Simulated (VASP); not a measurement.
# Nb2O (antifluorite type) (Fm-3m) in VASP: further runs

Runs on Nb2O (antifluorite type). Level: PBE. Tasks: single point.

All numbers are computed with VASP 6.6.1; they aren't measurements. Logs are shortened: lines on timing, memory, paths and dates and some standing lists are left out, and cuts for length are marked.

## (1) The cell of the first run

It takes space group Fm-3m (No. 225, cubic). Conventional cell: a = 5.498 Å, b = 5.498 Å, c = 5.498 Å, α = 90.00°, β = 90.00°, γ = 90.00°. Nb (site symmetry -43m) has 4 O at 2.38 Å and 6 Nb at 2.75 Å within 3.1 Å. Within 3.1 Å of O (site symmetry m-3m) lie 8 Nb at 2.38 Å.

## (2) Single point, PBE

INCAR

```
SYSTEM = Nb2O
ALGO     = Normal         ! electronic algorithm
EDIFF    = 1E-7           ! SCF threshold, eV
ENCUT    = 520            ! plane-wave cutoff, eV
GGA      = PE             ! functional
ISIF     = 2              ! what is computed and relaxed
ISMEAR   = -1             ! smearing method
LASPH    = .TRUE.         ! aspherical terms in the spheres
LCHARG   = .FALSE.        ! write CHGCAR
LREAL    = .FALSE.        ! projectors in reciprocal space
LWAVE    = .FALSE.        ! write WAVECAR
NBANDS   = 23             ! bands
NELM     = 80             ! most SCF steps
PREC     = Accurate       ! precision mode
SIGMA    = 0.06122561905347299 ! smearing width, eV
```

KPOINTS

```
k-points
0
G
  17 17 17
  0 0 0
```

POSCAR

```
Nb2O
1.0
    0.0000000000      2.7491791552      2.7491791552
    2.7491791552      0.0000000000      2.7491791552
    2.7491791552      2.7491791552      0.0000000000
Nb O
2 1
Direct
    0.2500000000      0.2500000000      0.2500000000
    0.7500000000      0.7500000000      0.7500000000
    0.0000000000      0.0000000000      0.0000000000
```

Potentials or basis: VASP PAW PBE potentials, release 64 (Nb_sv, O).

Started as:

```bash
> cat potpaw_PBE.64/Nb_sv/POTCAR potpaw_PBE.64/O/POTCAR > POTCAR
> mpirun -np 1 vasp_std > vasp.out
```

OUTCAR:

```text
SYSTEM = Nb2O
   EDIFF = 1E-7
   ENCUT = 520
   GGA = PE
   ISIF = 2
   ISMEAR = -1
   LASPH = .TRUE.
   LREAL = .FALSE.
   NELM = 80
   PREC = Accurate

 ion  position               nearest neighbor table
   1  0.250  0.250  0.250-   3 2.38   3 2.38   3 2.38   3 2.38   2 2.75   2 2.75   2 2.75   2 2.75
                             2 2.75   2 2.75
   2  0.750  0.750  0.750-   3 2.38   3 2.38   3 2.38   3 2.38   1 2.75   1 2.75   1 2.75   1 2.75
                             1 2.75   1 2.75
   3  0.000  0.000  0.000-   2 2.38   2 2.38   2 2.38   1 2.38   2 2.38   1 2.38   1 2.38   1 2.38

  LATTYP: Found a face centered cubic cell.
 ALAT       =     5.4983583104

  Lattice vectors:

 A1 = (   0.0000000000,   2.7491791552,   2.7491791552)
 A2 = (   2.7491791552,   0.0000000000,   2.7491791552)
 A3 = (   2.7491791552,   2.7491791552,   0.0000000000)

Analysis of symmetry for initial positions (statically):
=====================================================================
 Subroutine PRICEL returns:
 Original cell was already a primitive cell.

 Routine SETGRP: Setting up the symmetry group for a
 face centered cubic supercell.

 Subroutine GETGRP returns: Found 48 space group operations
 (whereof 48 operations were pure point group operations)
 out of a pool of 48 trial point group operations.

The static configuration has the point symmetry O_h .

Analysis of symmetry for dynamics (positions and initial velocities):
=====================================================================
 Subroutine PRICEL returns:
 Original cell was already a primitive cell.

 Routine SETGRP: Setting up the symmetry group for a
 face centered cubic supercell.

 Subroutine GETGRP returns: Found 48 space group operations
 (whereof 48 operations were pure point group operations)
 out of a pool of 48 trial point group operations.

The dynamic configuration has the point symmetry O_h .

 Subroutine INISYM returns: Found 48 space group operations
 (whereof 48 operations are pure point group operations),
 and found     1 'primitive' translations

----------------------------------------------------------------------------------------

                                     Primitive cell

  volume of cell :      41.5565

  direct lattice vectors                    reciprocal lattice vectors
     0.000000000  2.749179155  2.749179155    -0.181872469  0.181872469  0.181872469
     2.749179155  0.000000000  2.749179155     0.181872469 -0.181872469  0.181872469
     2.749179155  2.749179155  0.000000000     0.181872469  0.181872469 -0.181872469

  length of vectors
     3.887926447  3.887926447  3.887926447     0.315012356  0.315012356  0.315012356

  position of ions in fractional coordinates (direct lattice)
     0.250000000  0.250000000  0.250000000
     0.750000000  0.750000000  0.750000000
     0.000000000  0.000000000  0.000000000

  ion indices of the primitive-cell ions
   primitive index   ion index
                 1           1
                 2           2
                 3           3

----------------------------------------------------------------------------------------

 KPOINTS: k-points

Automatic generation of k-mesh.
 Grid dimensions read from file:
 generate k-points for:   17   17   17

 Generating k-lattice:

  Cartesian coordinates                     Fractional coordinates (reciprocal lattice)
    -0.010698381  0.010698381  0.010698381     0.058823529  0.000000000  0.000000000
     0.010698381 -0.010698381  0.010698381     0.000000000  0.058823529  0.000000000
     0.010698381  0.010698381 -0.010698381     0.000000000  0.000000000  0.058823529

  Length of vectors
     0.018530139  0.018530139  0.018530139

  Shift w.r.t. Gamma in fractional coordinates (k-lattice)
     0.000000000  0.000000000  0.000000000

 Subroutine IBZKPT returns following result:
 ===========================================

 Found    165 irreducible k-points:

 Following reciprocal coordinates:
            Coordinates               Weight
  0.000000  0.000000  0.000000      1.000000
  0.058824  0.000000  0.000000      8.000000
  0.117647  0.000000  0.000000      8.000000
  0.176471  0.000000  0.000000      8.000000
  0.235294  0.000000  0.000000      8.000000
  0.294118  0.000000  0.000000      8.000000
[... 16 lines left out ...]
 -0.176471  0.058824  0.000000     24.000000
 -0.117647  0.058824  0.000000     24.000000
 [... further k-points ...]
   k-points           NKPTS =    165   k-points in BZ     NKDIM =    165   number of bands    NBANDS=     23
   number of dos      NEDOS =    301   number of ions     NIONS =      3
   total plane-waves  NPLWV =  27000
   dimension x,y,z NGX =    30 NGY =   30 NGZ =   30
   dimension x,y,z NGXF=    60 NGYF=   60 NGZF=   60
   ions per type =               2   1
   NGX,Y,Z   is equivalent  to a cutoff of  12.83, 12.83, 12.83 a.u.
   NGXF,Y,Z  is equivalent  to a cutoff of  25.66, 25.66, 25.66 a.u.
 SYSTEM =  Nb2O
   PREC   = accura    normal or accurate (medium, high low for compatibility)
   ISTART =      0    job   : 0-new  1-cont  2-samecut
   ICHARG =      2    charge: 1-file 2-atom 10-const
   ISPIN  =      1    spin polarized calculation?
   LNONCOLLINEAR =      F non collinear calculations
   LSORBIT =      F    spin-orbit coupling
   LASPH  =      T    aspherical Exc in radial PAW
   ENCUT  =  520.0 eV  38.22 Ry    6.18 a.u.   7.23  7.23  7.23*2*pi/ulx,y,z
   NELM   =     80;   NELMIN=  2; NELMDL= -5     # of ELM steps
   EDIFF  = 0.1E-06   stopping-criterion for ELM
   LREAL  =      F    real-space projection
   EDIFFG = 0.1E-05   stopping-criterion for IOM
   NSW    =      0    number of steps for IOM
   IBRION =     -1    ionic relax: 0-MD 1-quasi-New 2-CG
   NFREE  =      0    steps in history (QN), initial steepest desc. (CG)
   ISIF   =      2    stress and relaxation
   ISYM   =      2    0-nonsym 1-usesym 2-fastsym
   POTIM  = 0.5000    time-step for ionic-motion
   TEBEG  =    0.0;   TEEND  =   0.0 temperature during run
   PSTRESS=    0.0 pullay stress
   NELECT =      32.0000    total number of electrons
   NUPDOWN=      -1.0000    fix difference up-down
   EMIN   =  10.00;   EMAX   =-10.00  energy-range for DOS
   EFERMI =   0.00;   METHOD = LEGACY
   ISMEAR =    -1;   SIGMA  =   0.06  broadening in eV -4-tet -1-fermi 0-gaus
   EFERMI_NEDOS =   21; number of points for ismear=-14 and -15
   IALGO  =     38    algorithm
   IMIX   =      4    mixing-type and parameters
     AMIX     =   0.40;   BMIX     =  1.00
     AMIX_MAG =   1.60;   BMIX_MAG =  1.00
  volume/ion in A,a.u.               =      13.85        93.48
  Fermi-wavevector in a.u.,A,eV,Ry     =   1.500531  2.835593 30.634807  2.251595
  Thomas-Fermi vector in A             =   2.612020
   LORBIT       =      0    0 simple, 1 ext, 2 COOP (PROOUT), +10 PAW based schemes
   GGA     = PE    functional components
   LHFCALC =     F    Hartree Fock is set to
   AEXX    =    0.0000 exact exchange contribution
   IVDW    =     0    specifies the selected vdW correction
   LEPSILON=     F    determine dielectric tensor
   LRPA    =     F    only Hartree local field effects (RPA)
 non-spin polarized calculation
  energy-cutoff  :      520.00
  volume of cell :       41.56
 maximum number of plane-waves:      1139
 NGX is ok and might be reduce to    30
   NGX = 15   NGY = 15   NGZ = 15

 number of electron      31.9999999 magnetization

 Free energy of the ion-electron system (eV)
  ---------------------------------------------------
  ext. energy  EPLUGINS =         0.00000000
  ---------------------------------------------------
  free energy    TOTEN  =       -25.58623355 eV

  energy without entropy =      -25.54816593  energy(sigma->0) =      -25.56719974

 E-fermi :  12.1818     XC(G=0): -12.5745

 val. band max:       12.1798402659   @ k =   0.3529   0.2353   0.0000
 cond. band min:      12.1989634783   @ k =   0.4118   0.1765   0.0588
 fundamental gap:      0.0191232124
 Fermi energy:        12.1818492951

 k-point     1 :       0.0000    0.0000    0.0000
  band No.  band energies     occupation
      1     -43.5536      2.00000
      2     -43.0599      2.00000
      3     -19.9050      2.00000
      4     -19.9050      2.00000
      5     -19.9050      2.00000
      6     -18.9504      2.00000
[... 15 lines left out ...]
     22      18.2400      0.00000
     23      18.2400      0.00000

 k-point     2 :       0.0588    0.0000    0.0000
  band No.  band energies     occupation
      1     -43.5493      2.00000
      2     -43.0640      2.00000
      3     -19.9003      2.00000
      4     -19.8982      2.00000
      5     -19.8982      2.00000
      6     -18.9649      2.00000
[... 15 lines left out ...]
     22      17.9631      0.00000
     23      17.9632      0.00000

 k-point     3 :       0.1176    0.0000    0.0000
  band No.  band energies     occupation
      1     -43.5365      2.00000
      2     -43.0762      2.00000
      3     -19.8862      2.00000
      4     -19.8778      2.00000
      5     -19.8778      2.00000
      6     -19.0069      2.00000
[... 15 lines left out ...]
     22      17.2999      0.00000
     23      17.2999      0.00000

 k-point     4 :       0.1765    0.0000    0.0000
  band No.  band energies     occupation
      1     -43.5158      2.00000
      2     -43.0961      2.00000
      3     -19.8629      2.00000
      4     -19.8442      2.00000
      5     -19.8442      2.00000
      6     -19.0719      2.00000
[... 15 lines left out ...]
     22      16.4778      0.00000
     23      16.4778      0.00000

 k-point     5 :       0.2353    0.0000    0.0000
  band No.  band energies     occupation
      1     -43.4878      2.00000
      2     -43.1230      2.00000
      3     -19.8305      2.00000
      4     -19.7979      2.00000
      5     -19.7979      2.00000
      6     -19.1536      2.00000
[... 15 lines left out ...]
     22      15.6340      0.00000
     23      15.6617      0.00000

 k-point     6 :       0.2941    0.0000    0.0000
  band No.  band energies     occupation
      1     -43.4535      2.00000
      2     -43.1561      2.00000
      3     -19.7894      2.00000
      4     -19.7401      2.00000
      5     -19.7401      2.00000
      6     -19.2449      2.00000
[... 15 lines left out ...]
     22      15.3099      0.00000
     23      15.3099      0.00000

 k-point     7 :       0.3529    0.0000    0.0000
  band No.  band energies     occupation
      1     -43.4143      2.00000
      2     -43.1943      2.00000
      3     -19.7397      2.00000
      4     -19.6719      2.00000
      5     -19.6719      2.00000
      6     -19.3389      2.00000
[... 353 lines left out ...]
     22      15.0486      0.00000
     23      15.3394      0.00000

 k-point    21 :      -0.2941    0.0588    0.0000
  band No.  band energies     occupation
      1     -43.4386      2.00000
      2     -43.1704      2.00000
      3     -19.8744      2.00000
      4     -19.6809      2.00000
      5     -19.6444      2.00000
      6     -19.3409      2.00000
[... 15 lines left out ...]
     22      15.1107      0.00000
     23      15.5735      0.00000

 k-point    22 :      -0.2353    0.0588    0.0000
  band No.  band energies     occupation
      1     -43.4742      2.00000
      2     -43.1360      2.00000
      3     -19.9045      2.00000
      4     -19.7439      2.00000
      5     -19.7162      2.00000
      6     -19.2437      2.00000
[... 15 lines left out ...]
     22      15.3966      0.00000
     23      15.9347      0.00000

 k-point    23 :      -0.1765    0.0588    0.0000
  band No.  band energies     occupation
      1     -43.5039      2.00000
      2     -43.1073      2.00000
      3     -19.9220      2.00000
      4     -19.7980      2.00000
      5     -19.7788      2.00000
      6     -19.1511      2.00000
[... 15 lines left out ...]
     22      15.8553      0.00000
     23      16.5292      0.00000

 k-point    24 :      -0.1176    0.0588    0.0000
  band No.  band energies     occupation
      1     -43.5269      2.00000
      2     -43.0854      2.00000
      3     -19.9268      2.00000
      4     -19.8424      2.00000
      5     -19.8308      2.00000
      6     -19.0696      2.00000
[... 15 lines left out ...]
     22      16.5061      0.00000
     23      17.2711      0.00000

 [... further k-points ...]
[... 5 lines left out ...]
  --------------------------------------------------------------------------------------
  -------------------------------------------------------------------------------------
  Total        1.7845937      1.7845937      1.7845937      0.0000000      0.0000000      0.0000000
  in kB       68.8035461     68.8035461     68.8035461      0.0000000      0.0000000      0.0000000
  external PRESSURE =      68.8035461 kB  Pullay stress =       0.0000000 kB

 VOLUME and BASIS-vectors are now :
 -----------------------------------------------------------------------------
  energy-cutoff  :      520.00
  volume of cell :       41.56
      direct lattice vectors                 reciprocal lattice vectors
     0.000000000  2.749179155  2.749179155    -0.181872469  0.181872469  0.181872469
     2.749179155  0.000000000  2.749179155     0.181872469 -0.181872469  0.181872469
     2.749179155  2.749179155  0.000000000     0.181872469  0.181872469 -0.181872469

 POSITION                                       TOTAL-FORCE (eV/Angst)
 -----------------------------------------------------------------------------------
      1.37459      1.37459      1.37459         0.000000      0.000000      0.000000
      4.12377      4.12377      4.12377        -0.000000     -0.000000     -0.000000
      0.00000      0.00000      0.00000        -0.000000      0.000000      0.000000
 -----------------------------------------------------------------------------------
    total drift:                               -0.000000     -0.000000      0.000000

  FREE ENERGIE OF THE ION-ELECTRON SYSTEM (eV)
  ---------------------------------------------------
  free  energy   TOTEN  =       -25.5862335475 eV

  energy  without entropy=      -25.5481659267  energy(sigma->0) =      -25.56719974
```

Wall time 1.7 min (1 thread of Intel Xeon 6975P-C (Granite Rapids), shared host); peak memory 0.26 GiB.

Results:

```
Free energy            : -25.5862 eV
Pressure               : 6.9 GPa
Band gap on the k mesh : zero (band 16 reaches 12.73 eV, above the bottom of band 17 at 11.76 eV)
```

## (3) Single point, PBE

INCAR

```
  ALGO = Normal
  EDIFF = 1E-6
  ENCUT = 520
  GGA = PE
  ISIF = 2
  ISMEAR = -1
  LASPH = True
  LCHARG = False
  LREAL = False
  LWAVE = False
  NBANDS = 23
  NELM = 80
  PREC = Accurate
  SIGMA = 0.06122561905347299
```

KPOINTS

```
k-points
0
Gamma
  17 17 17
```

POSCAR is that of step 2.

Potentials or basis: VASP PAW PBE potentials, release 64 (Nb_sv, O).

Started as:

```bash
> cat potpaw_PBE.64/Nb_sv/POTCAR potpaw_PBE.64/O/POTCAR > POTCAR
> mpirun -np 1 vasp_std > vasp.out
```

Wall time 94 s (1 thread of Intel Xeon 6975P-C (Granite Rapids), shared host); peak memory 0.26 GiB.

Results (log left out):

```yaml
Free_energy: -25.5862 eV
Pressure: 6.9 GPa
Band_gap_on_the_k_mesh: zero (band 16 reaches 12.73 eV, above the bottom of band 17 at 11.76 eV)
```

Levels at points of the mesh, in eV from the Fermi level:
```
           k point  band 13  band 14  band 15  band 16  band 17  band 18  band 19  band 20
(0.00, 0.00, 0.00)    -4.01    -4.01    -3.79     0.55     0.55     0.55     3.60     3.60
```
